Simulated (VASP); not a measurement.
# Ir (P6_3/mmc) in VASP: a series of runs

The runs below take Ir through electric field gradients, with PBE+U, PBE.

Everything below comes from runs of VASP 6.6.1. Logs are shortened: lines on timing, memory, paths and dates and some standing lists are left out, and cuts for length are marked.

### 1 The cell of the first run

Symmetry: P6_3/mmc, No. 194, hexagonal system. The conventional cell has a = 2.721 Å, b = 2.721 Å, c = 4.407 Å, α = 90.00°, β = 90.00°, γ = 120.00°. Within 3.6 Å of Ir (site symmetry -6m2) lie 12 Ir at 2.71 to 2.72 Å.

This isn't the form of Ir at room conditions, which is fcc.

### 2 Electric field gradients, PBE+U

INCAR reads:

```
SYSTEM = Ir
  PREC = Accurate
  ENCUT = 520
  EDIFF = 1E-8
  ISMEAR = -1
  SIGMA = 0.03
  LREAL = .False.
  LASPH = .True.
  NELM = 150
  ALGO = Normal
  ISIF = 2
  LWAVE = .False.
  LCHARG = .False.
  LMAXMIX = 4
  LDAU = .True.
  LDAUTYPE = 2
  LDAUL = 2
  LDAUU = 4
  LDAUJ = 0
  LDAUPRINT = 1
  GGA = PE
  LEFG = .True.
  NBANDS = 16
```

KPOINTS reads:

```
Automatic mesh
0
Gamma
  15 15 8
  0 0 0
```

POSCAR reads:

```
Ir
1.0
    2.7207989171      0.0000000000      0.0000000000
   -1.3603994585      2.3562809808      0.0000000000
    0.0000000000      0.0000000000      4.4066922990
Ir
2
Direct
    0.3333333333      0.6666666667      0.2500000000
    0.6666666667      0.3333333333      0.7500000000
```

Potentials or basis: VASP PAW PBE potentials, release 64 (Ir).

The run is started by

```sh
$ cat potpaw_PBE.64/Ir/POTCAR > POTCAR
$ mpirun -np 1 vasp_std > vasp.out
```

OUTCAR:

```text
SYSTEM = Ir
   PREC = Accurate
   ENCUT = 520
   EDIFF = 1E-8
   ISMEAR = -1
   LREAL = .False.
   LASPH = .True.
   NELM = 150
   ISIF = 2
   GGA = PE

 ion  position               nearest neighbor table
   1  0.333  0.667  0.250-   2 2.71   2 2.71   2 2.71   2 2.71   2 2.71   2 2.71
   2  0.667  0.333  0.750-   1 2.71   1 2.71   1 2.71   1 2.71   1 2.71   1 2.71

  LATTYP: Found a hexagonal cell.
 ALAT       =     2.7207989171
 C/A-ratio  =     1.6196317454

  Lattice vectors:

 A1 = (   2.7207989171,   0.0000000000,   0.0000000000)
 A2 = (  -1.3603994585,   2.3562809808,   0.0000000000)
 A3 = (   0.0000000000,   0.0000000000,   4.4066922990)

Analysis of symmetry for initial positions (statically):
=====================================================================
 Subroutine PRICEL returns:
 Original cell was already a primitive cell.

 Routine SETGRP: Setting up the symmetry group for a
 hexagonal supercell.

 Subroutine GETGRP returns: Found 24 space group operations
 (whereof 12 operations were pure point group operations)
 out of a pool of 24 trial point group operations.

The static configuration has the point symmetry D_3d.
 The point group associated with its full space group is D_6h.

Analysis of symmetry for dynamics (positions and initial velocities):
=====================================================================
 Subroutine PRICEL returns:
 Original cell was already a primitive cell.

 Routine SETGRP: Setting up the symmetry group for a
 hexagonal supercell.

 Subroutine GETGRP returns: Found 24 space group operations
 (whereof 12 operations were pure point group operations)
 out of a pool of 24 trial point group operations.

The dynamic configuration has the point symmetry D_3d.
 The point group associated with its full space group is D_6h.

 Subroutine INISYM returns: Found 24 space group operations
 (whereof 12 operations are pure point group operations),
 and found     1 'primitive' translations

----------------------------------------------------------------------------------------

                                     Primitive cell

  volume of cell :      28.2512
[... 194 lines left out ...]
  o =  0.7444  v = -0.0000  0.7225 -0.0000  0.6913 -0.0000  0.0000  0.0000  0.0000  0.0000  0.0000      0.0000  0.0000  0.0000  0.0000  0.0000  0.0000  0.0000  0.0000  0.0000  0.0000

 number of electron      18.0000000 magnetization

 Free energy of the ion-electron system (eV)
  ---------------------------------------------------
  ext. energy  EPLUGINS =         0.00000000
  ---------------------------------------------------
  free energy    TOTEN  =        -9.46615898 eV

  energy without entropy =       -9.45915971  energy(sigma->0) =       -9.46265934

 E-fermi :   9.6971     XC(G=0): -13.9597

 val. band max:        9.6951009153   @ k =   0.2000   0.2000   0.1250
 cond. band min:       9.7024948392   @ k =   0.2667   0.2667   0.1250
 fundamental gap:      0.0073939239
 Fermi energy:         9.6971487886

 k-point     1 :       0.0000    0.0000    0.0000
  band No.  band energies     occupation
      1      -0.7096      2.00000
      2       1.7353      2.00000
      3       5.7420      2.00000
      4       5.7702      2.00000
      5       5.7702      2.00000
      6       6.4312      2.00000
[... 433 lines left out ...]
      3       3.4141      2.00000
      4       5.2654      2.00000
      5       5.5150      2.00000
      6       5.8930      2.00000
[... 8 lines left out ...]
     15      22.3222      0.00000
     16      23.3930      0.00000

 [... further k-points ...]
[... 5 lines left out ...]
  --------------------------------------------------------------------------------------
  -------------------------------------------------------------------------------------
  Total       -0.9601526     -0.9601526     -0.9538344     -0.0000000     -0.0000000     -0.0000000
  in kB      -54.4520955    -54.4520955    -54.0937796     -0.0000000     -0.0000000     -0.0000000
  external PRESSURE =     -54.3326569 kB  Pullay stress =       0.0000000 kB

 VOLUME and BASIS-vectors are now :
 -----------------------------------------------------------------------------
  energy-cutoff  :      520.00
  volume of cell :       28.25
      direct lattice vectors                 reciprocal lattice vectors
     2.720798917  0.000000000  0.000000000     0.367539105  0.212198801  0.000000000
    -1.360399459  2.356280981  0.000000000     0.000000000  0.424397603  0.000000000
     0.000000000  0.000000000  4.406692299     0.000000000  0.000000000  0.226927576

 POSITION                                       TOTAL-FORCE (eV/Angst)
 -----------------------------------------------------------------------------------
     -0.00000      1.57085      1.10167         0.000000      0.000000      0.000000
      1.36040      0.78543      3.30502        -0.000000     -0.000000      0.000000
 -----------------------------------------------------------------------------------
    total drift:                               -0.000000      0.000000     -0.000000

  FREE ENERGIE OF THE ION-ELECTRON SYSTEM (eV)
  ---------------------------------------------------
  free  energy   TOTEN  =        -9.4661589790 eV

  energy  without entropy=       -9.4591597099  energy(sigma->0) =       -9.46265934

 Electric field gradients (V/A^2)
---------------------------------------------------------------------
 ion       V_xx      V_yy      V_zz      V_xy      V_xz      V_yz
---------------------------------------------------------------------
   1      -7.353    -7.353    14.706    -0.000     0.000    -0.000
   2      -7.353    -7.353    14.706    -0.000    -0.000     0.000
---------------------------------------------------------------------

 Electric field gradients after diagonalization (V/A^2)
 (convention: |V_zz| > |V_xx| > |V_yy|)
----------------------------------------------------------------------
 ion       V_xx      V_yy      V_zz     asymmetry (V_yy - V_xx)/ V_zz
----------------------------------------------------------------------
   1      -7.354    -7.353    14.706       0.000
   2      -7.354    -7.353    14.706       0.000
----------------------------------------------------------------------

           NMR quadrupolar parameters

 Cq : quadrupolar parameter    Cq=e*Q*V_zz/h
 eta: asymmetry parameters     (V_yy - V_xx)/ V_zz
 Q  : nuclear electric quadrupole moment in mb (millibarn)
----------------------------------------------------------------------
 ion       Cq(MHz)       eta       Q (mb)
----------------------------------------------------------------------
   1       0.036       0.000       1.000
   2       0.036       0.000       1.000
----------------------------------------------------------------------
```

OSZICAR:

```text
N       E                     dE             d eps       ncg     rms          rms(c)
DAV:   1     0.150299193249E+03    0.15030E+03   -0.85526E+03  4320   0.113E+03
DAV:   2    -0.662239718933E+01   -0.15692E+03   -0.14210E+03  4352   0.298E+02
DAV:   3    -0.104258984627E+02   -0.38035E+01   -0.37627E+01  5752   0.578E+01
DAV:   4    -0.104589091740E+02   -0.33011E-01   -0.33003E-01  4976   0.462E+00
DAV:   5    -0.104596201677E+02   -0.71099E-03   -0.71099E-03  5800   0.703E-01    0.315E+01
DAV:   6    -0.960416835538E+01    0.85545E+00   -0.10852E+00  5376   0.131E+01    0.121E+01
DAV:   7    -0.947128916999E+01    0.13288E+00   -0.29844E-01  5800   0.621E+00    0.214E+00
DAV:   8    -0.947384060129E+01   -0.25514E-02   -0.42209E-03  4904   0.511E-01    0.252E+00
DAV:   9    -0.946586113510E+01    0.79795E-02   -0.21248E-02  4768   0.190E+00    0.641E-01
DAV:  10    -0.946594410867E+01   -0.82974E-04   -0.30239E-04  5600   0.173E-01    0.386E-01
DAV:  11    -0.946616109129E+01   -0.21698E-03   -0.43209E-04  4904   0.251E-01    0.181E-02
DAV:  12    -0.946615705142E+01    0.40399E-05   -0.22914E-05  5416   0.619E-02    0.165E-02
DAV:  13    -0.946615864131E+01   -0.15899E-05   -0.45033E-06  4808   0.228E-02    0.107E-02
DAV:  14    -0.946615912371E+01   -0.48240E-06   -0.56486E-07  5528   0.898E-03    0.842E-03
DAV:  15    -0.946615915647E+01   -0.32764E-07   -0.89885E-08  5104   0.291E-03    0.432E-03
DAV:  16    -0.946615905513E+01    0.10134E-06   -0.80148E-09  3064   0.923E-04    0.130E-03
DAV:  17    -0.946615898506E+01    0.70072E-07   -0.20461E-09  2488   0.485E-04    0.368E-04
DAV:  18    -0.946615897900E+01    0.60595E-08   -0.61179E-10  2384   0.238E-04
   1 F= -.94661590E+01 E0= -.94626593E+01  d E =-.699927E-02
```

Wall time 1.8 min (1 thread of Intel Xeon 8259CL, shared host); peak memory 0.18 GiB.

What came out:

- Free energy: -9.4662 eV
- Pressure: -5.4 GPa
- Band gap on the k mesh: zero (bands 9 and 10 overlap by 3.11 eV)
- Largest electric field gradient by atom: Ir +14.7 V/Å²

Electric field gradients, principal values (V/Å²):
```tsv
atom	least	middle	greatest (by size)
1 Ir	-7.353	-7.354	14.706
2 Ir	-7.353	-7.354	14.706
```

Eigenvalues of the final occupation matrices:
```csv
site,spin,trace,eigenvalues
site 1 d,1,3.69,0.72 0.74 0.74 0.74 0.74
site 1 d,2,3.69,0.72 0.74 0.74 0.74 0.74
site 2 d,1,3.69,0.72 0.74 0.74 0.74 0.74
site 2 d,2,3.69,0.72 0.74 0.74 0.74 0.74
```

Caveat: the cell stands under tension; without QUAD_EFG the Cq values of the log hold for a quadrupole moment of 1 mb, not for the nuclei; spin-orbit coupling is left out, which moves the levels of the heavy elements; U without spin polarisation on a metal has little footing; the U is typed as a test and isn't derived for this compound.

(Part 1 of 3 ends here.)
